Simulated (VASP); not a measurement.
# Te2Mo in VASP: settings compared, part 2 of 2

VASP 6.6.1. Earlier steps stand in the parts before.

### Step 4. Single point, PBE+U

This run uses another cell than the first one.

INCAR reads:

```
PREC     = Accurate       # precision mode
ENCUT    = 520            # plane-wave cutoff, eV
EDIFF    = 1E-7           # SCF threshold, eV
ISMEAR   = -1             # smearing method
SIGMA    = 0.05           # smearing width, eV
LREAL    = F              # projectors in reciprocal space
LASPH    = T              # aspherical terms in the spheres
NELM     = 150            # most SCF steps
ALGO     = Normal         # electronic algorithm
ISIF     = 2              # what is computed and relaxed
LWAVE    = F              # write WAVECAR
LCHARG   = F              # write CHGCAR
LMAXMIX  = 4              # l up to which the mixer works
LDAU     = T              # DFT+U
LDAUTYPE = 2            
LDAUL    = -1 2           # shell
LDAUU    = 0 4            # U, eV
LDAUJ    = 0 0          
LDAUPRINT= 1            
GGA      = PE             # functional
NBANDS   = 35             # bands
```

KPOINTS reads:

```
regular mesh
0
Gamma
  3 6 1
```

POSCAR reads:

```
Te2Mo
1.0
    6.3616090156      0.0000000000      0.0000000000
    0.0000000000      3.4804030600      0.0000000000
   -0.0857412231      0.0000000000     36.1758904685
Te Mo
4 2
Direct
    0.4292511000      0.7500000000      0.5407035800
    0.5707489000      0.2500000000      0.4592964200
    0.9208478700      0.2500000000      0.5565273200
    0.0791521300      0.7500000000      0.4434726800
    0.1813475600      0.2500000000      0.4974653700
    0.8186524400      0.7500000000      0.5025346300
```

Potentials or basis: VASP PAW PBE potentials, release 64 (Te, Mo_sv).

The run is started by

```sh
> cat potpaw_PBE.64/Te/POTCAR potpaw_PBE.64/Mo_sv/POTCAR > POTCAR
> mpirun -np 1 vasp_std > vasp.out
```

OUTCAR:

```text
PREC = Accurate
   ENCUT = 520
   EDIFF = 1E-7
   ISMEAR = -1
   LREAL = F
   LASPH = T
   NELM = 150
   ISIF = 2
   GGA = PE

 ion  position               nearest neighbor table
   1  0.429  0.750  0.541-   5 2.82   5 2.82   6 2.84   2 3.54   2 3.54   3 3.62   3 3.62
   2  0.571  0.250  0.459-   6 2.82   6 2.82   5 2.84   1 3.54   1 3.54   4 3.62   4 3.62
   3  0.921  0.250  0.557-   6 2.69   6 2.69   5 2.71   1 3.62   1 3.62
   4  0.079  0.750  0.443-   5 2.69   5 2.69   6 2.71   2 3.62   2 3.62
   5  0.181  0.250  0.497-   4 2.69   4 2.69   3 2.71   1 2.82   1 2.82   2 2.84   6 2.90   6 2.90

   6  0.819  0.750  0.503-   3 2.69   3 2.69   4 2.71   2 2.82   2 2.82   1 2.84   5 2.90   5 2.90

  LATTYP: Found a simple monoclinic cell.
 ALAT       =     6.3616090156
 B/A-ratio  =     0.5470947761
 C/A-ratio  =     5.6866104138
 COS(beta)  =    -0.0023701139

  Lattice vectors:

 A1 = (   6.3616090156,   0.0000000000,   0.0000000000)
 A2 = (   0.0000000000,   3.4804030600,   0.0000000000)
 A3 = (  -0.0857412231,   0.0000000000,  36.1758904685)

Analysis of symmetry for initial positions (statically):
[... 237 lines left out ...]

 val. band max:       -2.5229239694   @ k =   0.0000   0.1667   0.0000
 cond. band min:      -2.0944361097   @ k =   0.0000   0.1667   0.0000
 fundamental gap:      0.4284878596
 Fermi energy:        -2.1268731167

 k-point     1 :       0.0000    0.0000    0.0000
  band No.  band energies     occupation
      1     -63.6179      2.00000
      2     -63.5607      2.00000
      3     -37.8751      2.00000
      4     -37.8250      2.00000
      5     -37.7471      2.00000
      6     -37.6637      2.00000
[... 293 lines left out ...]
     34       1.2846      0.00000
     35       2.5797      0.00000

------------------------ aborting loop because EDIFF is reached ----------------------------------------

  FORCE on cell =-STRESS in cart. coord.  units (eV):
  Direction    XX          YY          ZZ          XY          YZ          ZX
  --------------------------------------------------------------------------------------
  -------------------------------------------------------------------------------------
  Total        1.6107247      2.1967696      2.7222175      0.0000000      0.0000000     -0.0066299
  in kB        3.2219304      4.3941952      5.4452480      0.0000000      0.0000000     -0.0132618
  external PRESSURE =       4.3537912 kB  Pullay stress =       0.0000000 kB

 VOLUME and BASIS-vectors are now :
 -----------------------------------------------------------------------------
  energy-cutoff  :      520.00
  volume of cell :      800.97
      direct lattice vectors                 reciprocal lattice vectors
     6.361609016  0.000000000  0.000000000     0.157192936  0.000000000  0.000372566
     0.000000000  3.480403060  0.000000000     0.000000000  0.287323044  0.000000000
    -0.085741223  0.000000000 36.175890469     0.000000000  0.000000000  0.027642720

 POSITION                                       TOTAL-FORCE (eV/Angst)
 -----------------------------------------------------------------------------------
      2.68437      2.61030     19.56043         0.011078      0.000000      0.283271
      3.59150      0.87010     16.61546        -0.011078     -0.000000     -0.283271
      5.81036      0.87010     20.13287        -0.011700      0.000000      0.473881
      0.46551      2.61030     16.04302         0.011700     -0.000000     -0.473881
      1.11101      0.87010     17.99625        -0.045041     -0.000000      0.164071
      5.16486      2.61030     18.17964         0.045041     -0.000000     -0.164071
 -----------------------------------------------------------------------------------
    total drift:                                0.000000     -0.000000     -0.000000

  FREE ENERGIE OF THE ION-ELECTRON SYSTEM (eV)
  ---------------------------------------------------
  free  energy   TOTEN  =       -26.6574695201 eV

  energy  without entropy=      -26.6467818522  energy(sigma->0) =      -26.65212569
```

OSZICAR:

```text
N       E                     dE             d eps       ncg     rms          rms(c)
DAV:   1     0.432581352377E+03    0.43258E+03   -0.21573E+04   704   0.106E+03
DAV:   2     0.160994211936E+02   -0.41648E+03   -0.40578E+03   826   0.230E+02
DAV:   3    -0.263416828879E+02   -0.42441E+02   -0.41887E+02   704   0.697E+01
[... 19 lines left out ...]
DAV:  23    -0.266574684200E+02   -0.38975E-05   -0.32092E-08   444   0.384E-04    0.170E-04
DAV:  24    -0.266574689736E+02   -0.55364E-06    0.14216E-09   426   0.182E-04    0.104E-04
DAV:  25    -0.266574693506E+02   -0.37695E-06    0.56972E-09   382   0.115E-04    0.291E-05
DAV:  26    -0.266574694723E+02   -0.12170E-06    0.78324E-09   373   0.632E-05    0.210E-05
DAV:  27    -0.266574695201E+02   -0.47839E-07    0.85571E-09   338   0.456E-05
   1 F= -.26657470E+02 E0= -.26652126E+02  d E =-.106877E-01
```

stdout:

```text
POSCAR found type information on POSCAR TeMo
 POSCAR found :  2 types and       6 ions
 scaLAPACK will be used
 LDA part: xc-table for (Slater+PW92), standard interpolation
 POSCAR, INCAR and KPOINTS ok, starting setup
 FFT: planning ... GRIDC
 FFT: planning ... GRID_SOFT
 FFT: planning ... GRID
 WAVECAR not read
 entering main loop
```

Wall time 9.5 min (1 thread of Intel Xeon 8259CL, shared host); peak memory 0.81 GiB.

Results:

```
Free energy            : -26.6575 eV
Largest force          : 0.474 eV/Å
Band gap on the k mesh : zero (bands 26 and 27 overlap by 0.01 eV)
```

Forces in eV/Å, atoms in the order of the input:
```
Te   0.011  0.000  0.283
Te  -0.011  0.000 -0.283
Te  -0.012  0.000  0.474
Te   0.012  0.000 -0.474
Mo  -0.045  0.000  0.164
Mo   0.045  0.000 -0.164
```

Levels at points of the mesh, in eV from the Fermi level:
| k point | band 23 | band 24 | band 25 | band 26 | band 27 | band 28 | band 29 | band 30 |
| --- | --- | --- | --- | --- | --- | --- | --- | --- |
| (0.00, 0.00, 0.00) | -1.08 | -0.78 | -0.42 | 0.04 | 0.80 | 0.84 | 1.58 | 2.13 |
| (0.00, 0.50, 0.00) | -1.69 | -1.69 | -1.51 | -1.51 | 1.33 | 1.33 | 1.69 | 1.69 |

Eigenvalues of the final occupation matrices:
```
    site  spin  trace               eigenvalues
site 5 d     1   1.95  0.23 0.36 0.40 0.47 0.50
site 5 d     2   1.95  0.23 0.36 0.40 0.47 0.50
site 6 d     1   1.95  0.23 0.36 0.40 0.47 0.50
site 6 d     2   1.95  0.23 0.36 0.40 0.47 0.50
```

Caveat: there is no dipole correction, which matters where the two faces differ; spin-orbit coupling is left out, which moves the levels of the heavy elements; U without spin polarisation on a metal has little footing; the U is typed as a test and isn't derived for this compound.

### Step 5. The runs side by side

| task | level | U | cell | k mesh | cutoff (eV) | gap on the mesh (eV) | largest force (eV/Å) |
| --- | --- | --- | --- | --- | --- | --- | --- |
| single point | PBE+D3(BJ) | - | a = 6.276, b = 3.433, c = 35.687 Å, angles 90.0, 90.1, 90.0°, 6 atoms | 4 × 8 × 1 | 520 | none | 0.83 |
| relaxation of cell and atoms | PBE+D4 | - | relaxed from a = 6.362, b = 3.480, c = 36.176 Å, angles 90.0, 90.1, 90.0°, 6 atoms | 4 × 8 × 1 | 600 | none | - |
| single point | PBE+U | Mo d U = 4.0 eV | a = 6.362, b = 3.480, c = 36.176 Å, angles 90.0, 90.1, 90.0°, 6 atoms | 3 × 6 × 1 | 520 | none | 0.47 |

Alike in all rows: potentials or basis VASP PAW PBE potentials, release 64 (Te, Mo_sv); no spin polarisation; smearing fermi-dirac 0.05 eV.

Caveats: there is no dipole correction, which matters where the two faces differ; spin-orbit coupling is left out, which moves the levels of the heavy elements; the relaxation moved the vacuum too, so the length across it says nothing of the material (at least some runs); U without spin polarisation on a metal has little footing (at least some runs); the U is typed as a test and isn't derived for this compound (at least some runs).

Absolute energies hang on the potentials; compare differences alone.

The gap in the log of VASP goes by the Fermi energy; the results here count the filled bands.